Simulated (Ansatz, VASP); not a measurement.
**Two plane-wave programs on SnO2**

```xyz
6
Lattice="4.7380 0.0000 0.0000 0.0000 4.7380 0.0000 0.0000 0.0000 3.1865" Properties=species:S:1:pos:R:3 pbc="T T T"
Sn    0.0000    0.0000    0.0000
Sn    2.3690    2.3690    1.5933
O     1.4550    1.4550    0.0000
O     0.9140    3.8240    1.5933
O     3.2830    3.2830    0.0000
O     3.8240    0.9140    1.5933
```

Alike in both runs: task relaxation of cell and atoms; functional LDA; k mesh 6 × 6 × 8; occupations gaussian, width 0.02 eV; no spin polarisation.

|  | VASP | Ansatz |
| --- | --- | --- |
| version | VASP 6.6.1 | Ansatz 0.2.0 |
| potentials or method | VASP PAW LDA potentials, release 64 (Sn_d, O), cutoff 600 eV | scalar-relativistic, plane waves, PAW |
| valence electrons in the cell | 52 | 52 |

Ansatz gave:

```
gap on the k mesh at the Fermi level, each at its own relaxed structure (eV) : 1.16
relaxed volume (Å³/atom)                                                     : 11.86
relaxed cell length with the largest relative difference (Å)                 : 3.190
```

**Question.** What did VASP give for the same quantities?

**Answer.** gap on the k mesh at the Fermi level, each at its own relaxed structure (eV): 1.15; relaxed volume (Å³/atom): 11.90; relaxed cell length with the largest relative difference (Å): 3.196.

LDA's correlation is that of Perdew and Zunger in VASP and of Perdew and Wang (1992) in Ansatz.
